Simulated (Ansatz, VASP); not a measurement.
**Ge: VASP beside Ansatz**

File INCAR:

```
SYSTEM = Ge
PREC     = Accurate       ! precision mode
ENCUT    = 600            ! plane-wave cutoff, eV
EDIFF    = 1E-6           ! SCF threshold, eV
ISMEAR   = 1              ! smearing method
SIGMA    = 0.1            ! smearing width, eV
LREAL    = .FALSE.        ! projectors in reciprocal space
LASPH    = .TRUE.         ! aspherical terms in the spheres
NELM     = 80             ! most SCF steps
ALGO     = Normal         ! electronic algorithm
ISIF     = 3              ! what is computed and relaxed
LWAVE    = .FALSE.        ! write WAVECAR
LCHARG   = .FALSE.        ! write CHGCAR
IBRION   = 2              ! ionic algorithm
NSW      = 80             ! ionic steps
EDIFFG   = -0.01          ! ionic threshold
```

File KPOINTS:

```
Automatic mesh
0
G
  12 12 12
  0 0 0
```

The input POSCAR:

```
Ge
1.0
   -2.5744900000      2.5744900000      1.3974130000
    2.5744900000     -2.5744900000      1.3974130000
    2.5744900000      2.5744900000     -1.3974130000
Ge
2
Direct
    0.2500000000      0.7500000000      0.5000000000
    0.5000000000      0.5000000000      0.0000000000
```

Input for Ansatz:

```yaml
crystal:
  lattice:
    - [-2.57449, 2.57449, 1.397413]
    - [2.57449, -2.57449, 1.397413]
    - [2.57449, 2.57449, -1.397413]
  atoms:
    - { symbol: Ge, position: [0.25, 0.75, 0.5] }
    - { symbol: Ge, position: [0.5, 0.5, 0.0] }
basis:
  ecutwfc: 600.0
kpoints:
  mp_grid:
    grid: [12, 12, 12]
hamiltonian:
  xc: lda
  dispersion: none
scf:
  occupations:
    method: cold
    width: 0.1
relax:
  f_tol: 0.01
  cell: {}
```

Alike in both runs: task relaxation of cell and atoms; functional LDA; k mesh 12 × 12 × 12; no spin polarisation.

```csv
,VASP,Ansatz
version,VASP 6.6.1,Ansatz 0.2.0
potentials or method,"VASP PAW LDA potentials, release 64 (Ge_d), cutoff 600 eV","plane waves, PAW"
occupations,"methfessel-paxton of order 1, width 0.1 eV","cold, width 0.1 eV"
valence electrons in the cell,28,28
```

Ansatz gave:

- relaxed volume (Å³/atom): 17.91
- relaxed cell length with the largest relative difference (Å): 3.849

Task: Estimate VASP's values.

Result: Relaxed volume (Å³/atom): 17.92; relaxed cell length with the largest relative difference (Å): 3.850.

LDA's correlation is that of Perdew and Zunger in VASP and of Perdew and Wang (1992) in Ansatz.
